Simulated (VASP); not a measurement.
Wanted: the native input for a VASP 6.6.1 run.

```
Task                   : single point
Functional             : PBEsol
Potentials or basis    : VASP PAW PBE potentials, release 64 (K_sv, Cl)
Cutoff                 : 520 eV
k mesh                 : 7 × 7 × 7
Occupations            : fermi-dirac, width 0.05 eV
Spin                   : no spin polarisation
Dipole correction      : no
Further INCAR settings : ALGO = Normal; EDIFF = 1e-06; NBANDS = 15
```

The structure of KCl lies in POSCAR:

```
KCl
1.0
    0.0000000000      3.1464700000      3.1464700000
    3.1464700000      0.0000000000      3.1464700000
    3.1464700000      3.1464700000      0.0000000000
K Cl
1 1
Direct
   -0.0111760000      0.0118590000     -0.0019720000
    0.4830260000      0.5020970000      0.5056370000
```

This cell differs from its parent crystal: atoms moved at random.

One way to write it, as run:

INCAR

```
SYSTEM = KCl
ALGO = Normal ; EDIFF = 1E-6
ENCUT = 520 ; GGA = PS
ISIF = 2 ; ISMEAR = -1
LASPH = .True. ; LCHARG = .False.
LREAL = .False. ; LWAVE = .False.
NBANDS = 15 ; NELM = 100
PREC = Accurate ; SIGMA = 0.05
```

KPOINTS

```
k-points
0
Gamma
  7 7 7
  0 0 0
```

Potentials or basis: VASP PAW PBE potentials, release 64 (K_sv, Cl).

Command:

```sh
$ cat potpaw_PBE.64/K_sv/POTCAR potpaw_PBE.64/Cl/POTCAR > POTCAR
$ mpirun -np 1 vasp_std > vasp.out
```

It gave:

```yaml
Pressure: -0.4 GPa
Largest_force: 0.060 eV/Å
Band_gap_on_the_k_mesh: 5.02 eV
```

Caveat: the cell differs from its parent crystal (atoms moved at random); the PAW data sets were made with another functional, which shifts forces and pressure a little; an odd mesh through Γ misses points on the zone boundary, where band edges can lie.

It took 2.2 min on 1 thread of Intel(R) Xeon(R) Platinum 8259CL CPU @ 2.50GHz (Skylake/Cascade Lake), with other jobs on the host, peak memory 0.3 GiB.
